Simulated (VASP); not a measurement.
A run of VASP 6.6.1 is set up as follows.

File INCAR:

```
  PREC = Accurate
  ENCUT = 520
  EDIFF = 1E-7
  ISMEAR = 0
  SIGMA = 0.01
  LREAL = F
  LASPH = T
  NELM = 100
  ALGO = Normal
  ISIF = 2
  LWAVE = F
  LCHARG = F
  GGA = PE
  NBANDS = 39
```

Contents of KPOINTS:

```
Automatic mesh
0
Gamma
  12 12 4
```

POSCAR

```
PbS
1.0
    4.9830007442      0.0000000000      0.0000000000
   -2.4915003721      4.3154052315      0.0000000000
    0.0000000000      0.0000000000      8.4965578172
Pb S
3 3
Direct
    0.1585570339      0.8414429661      0.6666666667
    0.1585570339      0.3171140679      0.3333333333
    0.6828859321      0.8414429661      0.0000000000
    0.8346767151      0.1653232849      0.6666666667
    0.8346767151      0.6693534302      0.3333333333
    0.3306465698      0.1653232849      0.0000000000
```

Potentials or basis: VASP PAW PBE potentials, release 64 (Pb_d, S).

Run with:

```sh
$ cat potpaw_PBE.64/Pb_d/POTCAR potpaw_PBE.64/S/POTCAR > POTCAR
$ mpirun -np 1 vasp_std > vasp.out
```

(1) What does it give for the band gap on the k mesh?

(2) Estimate the pressure.

Answers

(1) 0.24 eV (least direct gap 0.37 eV).

(2) -0.1 GPa.

Caveat: spin-orbit coupling is left out, which moves the levels of the heavy elements.
